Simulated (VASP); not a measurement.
# Ti (C2/c) in VASP: notebook, part 3 of 3

VASP 6.6.1.

**6. Single point, PBEsol**

File INCAR:

```
SYSTEM = Ti
  ALGO = Normal
  EDIFF = 1E-6
  ENCUT = 520
  GGA = PS
  ISIF = 2
  ISMEAR = -1
  ISYM = 0
  LASPH = .TRUE.
  LCHARG = .FALSE.
  LREAL = .FALSE.
  LWAVE = .FALSE.
  NBANDS = 19
  NELM = 80
  PREC = Accurate
  SIGMA = 0.1
```

File KPOINTS:

```
k-points
0
G
  13 13 9
  0 0 0
```

File POSCAR:

```
Ti
1.0
   -1.9521571985      1.6017061489      1.4291662765
    1.6017061489     -1.9521571985      1.4291662765
    3.5507212259      3.5507212259     -2.0710180156
Ti
2
Direct
    0.9584060301      0.0415939699      0.0000000000
    0.7915939699      0.2084060301      0.5000000000
```

Potentials or basis: VASP PAW PBE potentials, release 64 (Ti_sv).

Command:

```bash
$ cat potpaw_PBE.64/Ti_sv/POTCAR > POTCAR
$ mpirun -np 1 vasp_std > vasp.out
```

OUTCAR:

```text
SYSTEM = Ti
   EDIFF = 1E-6
   ENCUT = 520
   GGA = PS
   ISIF = 2
   ISMEAR = -1
   ISYM = 0
   LASPH = .TRUE.
   LREAL = .FALSE.
   NELM = 80
   PREC = Accurate

 ion  position               nearest neighbor table
   1  0.958  0.042  0.000-   2 2.84   2 2.84   2 2.84   2 2.84   2 2.84   2 2.84
   2  0.792  0.208  0.500-   1 2.84   1 2.84   1 2.84   1 2.84   1 2.84   1 2.84

IMPORTANT INFORMATION: All symmetrisations will be switched off!
NOSYMM: (Re-)initialisation of all symmetry stuff for point group C_1.

----------------------------------------------------------------------------------------

                                     Primitive cell

  volume of cell :      33.4893

  direct lattice vectors                    reciprocal lattice vectors
    -1.952157198  1.601706149  1.429166276    -0.030804412  0.250579508  0.376800247
     1.601706149 -1.952157198  1.429166276     0.250579508 -0.030804412  0.376800247
     3.550721226  3.550721226 -2.071018016     0.151662204  0.151662204  0.037189639

  length of vectors
     2.901533484  2.901533484  5.431791424     0.453560832  0.453560832  0.217683067

  position of ions in fractional coordinates (direct lattice)
     0.958406030  0.041593970  1.000000000
     0.791593970  0.208406030  0.500000000

  ion indices of the primitive-cell ions
   primitive index   ion index
                 1           1
                 2           2

----------------------------------------------------------------------------------------

 KPOINTS: k-points

Automatic generation of k-mesh.
 Grid dimensions read from file:
 generate k-points for:   13   13    9

 Generating k-lattice:

  Cartesian coordinates                     Fractional coordinates (reciprocal lattice)
    -0.002369570  0.019275347  0.028984634     0.076923077  0.000000000 -0.000000000
     0.019275347 -0.002369570  0.028984634     0.000000000  0.076923077 -0.000000000
     0.016851356  0.016851356  0.004132182     0.000000000  0.000000000  0.111111111

  Length of vectors
     0.034889295  0.034889295  0.024187007

  Shift w.r.t. Gamma in fractional coordinates (k-lattice)
     0.000000000  0.000000000  0.000000000

 Subroutine IBZKPT returns following result:
 ===========================================

 Found    761 irreducible k-points:

 Following reciprocal coordinates:
            Coordinates               Weight
  0.000000  0.000000  0.000000      1.000000
  0.076923  0.000000 -0.000000      2.000000
  0.000000 -0.076923  0.000000      2.000000
  0.153846 -0.000000  0.000000      2.000000
  0.000000 -0.153846  0.000000      2.000000
  0.230769  0.000000 -0.000000      2.000000
[... 16 lines left out ...]
  0.461538  0.076923 -0.000000      2.000000
 -0.076923 -0.461538  0.000000      2.000000
 [... further k-points ...]
   k-points           NKPTS =    761   k-points in BZ     NKDIM =    761   number of bands    NBANDS=     19
   number of dos      NEDOS =    301   number of ions     NIONS =      2
   total plane-waves  NPLWV =  23040
   dimension x,y,z NGX =    24 NGY =   24 NGZ =   40
   dimension x,y,z NGXF=    48 NGYF=   48 NGZF=   80
   ions per type =               2
   NGX,Y,Z   is equivalent  to a cutoff of  13.75, 13.75, 12.24 a.u.
   NGXF,Y,Z  is equivalent  to a cutoff of  27.50, 27.50, 24.48 a.u.
 SYSTEM =  Ti
   PREC   = accura    normal or accurate (medium, high low for compatibility)
   ISTART =      0    job   : 0-new  1-cont  2-samecut
   ICHARG =      2    charge: 1-file 2-atom 10-const
   ISPIN  =      1    spin polarized calculation?
   LNONCOLLINEAR =      F non collinear calculations
   LSORBIT =      F    spin-orbit coupling
   LASPH  =      T    aspherical Exc in radial PAW
   ENCUT  =  520.0 eV  38.22 Ry    6.18 a.u.   5.39  5.39 10.10*2*pi/ulx,y,z
   NELM   =     80;   NELMIN=  2; NELMDL= -5     # of ELM steps
   EDIFF  = 0.1E-05   stopping-criterion for ELM
   LREAL  =      F    real-space projection
   EDIFFG = 0.1E-04   stopping-criterion for IOM
   NSW    =      0    number of steps for IOM
   IBRION =     -1    ionic relax: 0-MD 1-quasi-New 2-CG
   NFREE  =      0    steps in history (QN), initial steepest desc. (CG)
   ISIF   =      2    stress and relaxation
   ISYM   =      0    0-nonsym 1-usesym 2-fastsym
   POTIM  = 0.5000    time-step for ionic-motion
   TEBEG  =    0.0;   TEEND  =   0.0 temperature during run
   PSTRESS=    0.0 pullay stress
   NELECT =      24.0000    total number of electrons
   NUPDOWN=      -1.0000    fix difference up-down
   EMIN   =  10.00;   EMAX   =-10.00  energy-range for DOS
   EFERMI =   0.00;   METHOD = LEGACY
   ISMEAR =    -1;   SIGMA  =   0.10  broadening in eV -4-tet -1-fermi 0-gaus
   EFERMI_NEDOS =   21; number of points for ismear=-14 and -15
   IALGO  =     38    algorithm
   IMIX   =      4    mixing-type and parameters
     AMIX     =   0.40;   BMIX     =  1.00
     AMIX_MAG =   1.60;   BMIX_MAG =  1.00
  volume/ion in A,a.u.               =      16.74       113.00
  Fermi-wavevector in a.u.,A,eV,Ry     =   1.465019  2.768484 29.201914  2.146280
  Thomas-Fermi vector in A             =   2.580926
   LORBIT       =      0    0 simple, 1 ext, 2 COOP (PROOUT), +10 PAW based schemes
   GGA     = PS    functional components
   LHFCALC =     F    Hartree Fock is set to
   AEXX    =    0.0000 exact exchange contribution
   IVDW    =     0    specifies the selected vdW correction
   LEPSILON=     F    determine dielectric tensor
   LRPA    =     F    only Hartree local field effects (RPA)
 non-spin polarized calculation
  energy-cutoff  :      520.00
  volume of cell :       33.49
 maximum number of plane-waves:       929
 NGX is ok and might be reduce to    24
   NGX = 11   NGY = 11   NGZ = 21

 number of electron      24.0000002 magnetization

 Free energy of the ion-electron system (eV)
  ---------------------------------------------------
  ext. energy  EPLUGINS =         0.00000000
  ---------------------------------------------------
  free energy    TOTEN  =       -16.71385802 eV

  energy without entropy =      -16.63924479  energy(sigma->0) =      -16.67655141

 E-fermi :   8.5782     XC(G=0): -11.8107

 val. band max:        8.5772251557   @ k =  -0.3846  -0.3846   0.3333
 cond. band min:       8.5801757150   @ k =   0.3846   0.2308  -0.3333
 fundamental gap:      0.0029505593
 Fermi energy:         8.5781631266

 k-point     1 :       0.0000    0.0000    0.0000
  band No.  band energies     occupation
      1     -47.9615      2.00000
      2     -47.7994      2.00000
      3     -24.6934      2.00000
      4     -23.9727      2.00000
      5     -23.9722      2.00000
      6     -23.8837      2.00000
[... 11 lines left out ...]
     18      10.2889      0.00000
     19      11.9076      0.00000

 k-point     2 :       0.0769    0.0000   -0.0000
  band No.  band energies     occupation
      1     -47.9524      2.00000
      2     -47.7990      2.00000
      3     -24.6679      2.00000
      4     -24.0009      2.00000
      5     -23.9810      2.00000
      6     -23.9121      2.00000
[... 11 lines left out ...]
     18      10.2761      0.00000
     19      11.9633      0.00000

 k-point     3 :       0.0000   -0.0769    0.0000
  band No.  band energies     occupation
      1     -47.9524      2.00000
      2     -47.7990      2.00000
      3     -24.6679      2.00000
      4     -24.0009      2.00000
      5     -23.9810      2.00000
      6     -23.9121      2.00000
[... 11 lines left out ...]
     18      10.2761      0.00000
     19      11.9633      0.00000

 k-point     4 :       0.1538   -0.0000    0.0000
  band No.  band energies     occupation
      1     -47.9270      2.00000
      2     -47.7979      2.00000
      3     -24.6007      2.00000
      4     -24.0777      2.00000
      5     -24.0209      2.00000
      6     -24.0024      2.00000
[... 407 lines left out ...]
     18      12.1846      0.00000
     19      12.6142      0.00000

 k-point    23 :       0.4615    0.0769   -0.0000
  band No.  band energies     occupation
      1     -47.7977      2.00000
      2     -47.7917      2.00000
      3     -24.5830      2.00000
      4     -24.5634      2.00000
      5     -24.1164      2.00000
      6     -24.0890      2.00000
[... 11 lines left out ...]
     18      12.1484      0.00000
     19      12.8561      0.00000

 k-point    24 :      -0.0769   -0.4615    0.0000
  band No.  band energies     occupation
      1     -47.7977      2.00000
      2     -47.7917      2.00000
      3     -24.5830      2.00000
      4     -24.5634      2.00000
      5     -24.1164      2.00000
      6     -24.0890      2.00000
[... 11 lines left out ...]
     18      12.1484      0.00000
     19      12.8561      0.00000

 [... further k-points ...]
[... 5 lines left out ...]
  --------------------------------------------------------------------------------------
  -------------------------------------------------------------------------------------
  Total       -0.0544680     -0.0544518     -0.0565973      0.0026746     -0.0029640     -0.0029861
  in kB       -2.6058307     -2.6050545     -2.7076990      0.1279582     -0.1418016     -0.1428577
  external PRESSURE =      -2.6395281 kB  Pullay stress =       0.0000000 kB

 VOLUME and BASIS-vectors are now :
 -----------------------------------------------------------------------------
  energy-cutoff  :      520.00
  volume of cell :       33.49
      direct lattice vectors                 reciprocal lattice vectors
    -1.952157198  1.601706149  1.429166276    -0.030804412  0.250579508  0.376800247
     1.601706149 -1.952157198  1.429166276     0.250579508 -0.030804412  0.376800247
     3.550721226  3.550721226 -2.071018016     0.151662204  0.151662204  0.037189639

 POSITION                                       TOTAL-FORCE (eV/Angst)
 -----------------------------------------------------------------------------------
     -1.80434      1.45389      1.42917         0.000220     -0.000217     -0.000004
      0.56385      2.63642      0.39366        -0.000220      0.000217      0.000004
 -----------------------------------------------------------------------------------
    total drift:                               -0.000006     -0.000001      0.000008

  FREE ENERGIE OF THE ION-ELECTRON SYSTEM (eV)
  ---------------------------------------------------
  free  energy   TOTEN  =       -16.7138580244 eV

  energy  without entropy=      -16.6392447937  energy(sigma->0) =      -16.67655141
```

OSZICAR:

```text
N       E                     dE             d eps       ncg     rms          rms(c)
DAV:   1     0.248140143505E+03    0.24814E+03   -0.11945E+04 28934   0.155E+03
DAV:   2     0.770634541568E+01   -0.24043E+03   -0.23645E+03 29596   0.439E+02
DAV:   3    -0.180649432129E+02   -0.25771E+02   -0.25450E+02 53438   0.119E+02
DAV:   4    -0.189113450797E+02   -0.84640E+00   -0.84474E+00 33633   0.224E+01
DAV:   5    -0.189446563083E+02   -0.33311E-01   -0.33306E-01 42379   0.344E+00    0.128E+01
DAV:   6    -0.167205060535E+02    0.22242E+01   -0.77465E+00 33641   0.283E+01    0.317E+00
DAV:   7    -0.166943299944E+02    0.26176E-01   -0.79651E-01 44082   0.648E+00    0.212E+00
DAV:   8    -0.167219805109E+02   -0.27651E-01   -0.21912E-01 31438   0.548E+00    0.757E-01
DAV:   9    -0.167144497358E+02    0.75308E-02   -0.60528E-02 32478   0.279E+00    0.286E-01
DAV:  10    -0.167135202855E+02    0.92945E-03   -0.12399E-02 38601   0.131E+00    0.106E-01
DAV:  11    -0.167138620463E+02   -0.34176E-03   -0.94116E-04 33407   0.278E-01    0.332E-02
DAV:  12    -0.167138598917E+02    0.21546E-05   -0.14990E-04 37972   0.898E-02    0.183E-02
DAV:  13    -0.167138588470E+02    0.10448E-05   -0.55930E-06 30667   0.294E-02    0.601E-03
DAV:  14    -0.167138580244E+02    0.82251E-06   -0.32099E-06 29594   0.122E-02
   1 F= -.16713858E+02 E0= -.16676551E+02  d E =-.746132E-01
```

stdout:

```text
POSCAR found type information on POSCAR Ti
 POSCAR found :  1 types and       2 ions
 scaLAPACK will be used
 -----------------------------------------------------------------------------
|                                                                             |
|                                                                             |
|     You enforced a specific xc type in the INCAR file but a different       |
|     I HOPE YOU KNOW WHAT YOU ARE DOING!                                     |
|                                                                             |
 -----------------------------------------------------------------------------

 LDA part: xc-table for (Slater+PW92), standard interpolation
 POSCAR, INCAR and KPOINTS ok, starting setup
 FFT: planning ... GRIDC
 FFT: planning ... GRID_SOFT
 FFT: planning ... GRID
 WAVECAR not read
 entering main loop
```

It took 6.7 min on 1 thread of Oxide Virtual Turin-like, shared host; peak memory 0.44 GiB.

What came out:

```
Free energy            : -16.7139 eV
Pressure               : -0.3 GPa
Band gap on the k mesh : zero (band 12 reaches 9.39 eV, above the bottom of band 13 at 8.25 eV)
```

Levels at points of the mesh, in eV from the Fermi level:
| k point | band 10 | band 11 | band 12 | band 13 | band 14 | band 15 |
| --- | --- | --- | --- | --- | --- | --- |
| (0.00, 0.00, 0.00) | -2.76 | 0.81 | 0.82 | 0.91 | 0.95 | 1.34 |

Caveat: the PAW data sets were made with another functional, which shifts forces and pressure a little.

**7. Overview**

```tsv
cell	k mesh	gap on the mesh (eV)	pressure (GPa)
a = 2.902, b = 2.902, c = 5.432 Å, angles 105.5, 105.5, 120.0°, 2 atoms	16 × 16 × 8	none	-0.2
a = 2.940, b = 2.940, c = 5.503 Å, angles 105.5, 105.5, 120.0°, 2 atoms	16 × 16 × 8	none	-4.5
a = 2.977, b = 2.977, c = 5.573 Å, angles 105.5, 105.5, 120.0°, 2 atoms	16 × 16 × 8	none	-8.1
a = 3.013, b = 3.013, c = 5.641 Å, angles 105.5, 105.5, 120.0°, 2 atoms	16 × 16 × 8	none	-11.1
a = 2.902, b = 2.902, c = 5.432 Å, angles 105.5, 105.5, 120.0°, 2 atoms	13 × 13 × 9	none	-0.3
```

Alike in all rows: task single point; level PBEsol; potentials or basis VASP PAW PBE potentials, release 64 (Ti_sv); no spin polarisation; cutoff (eV) 520; smearing fermi-dirac 0.1 eV.

Caveats: the PAW data sets were made with another functional, which shifts forces and pressure a little.

Absolute energies hang on the potentials; compare differences alone.
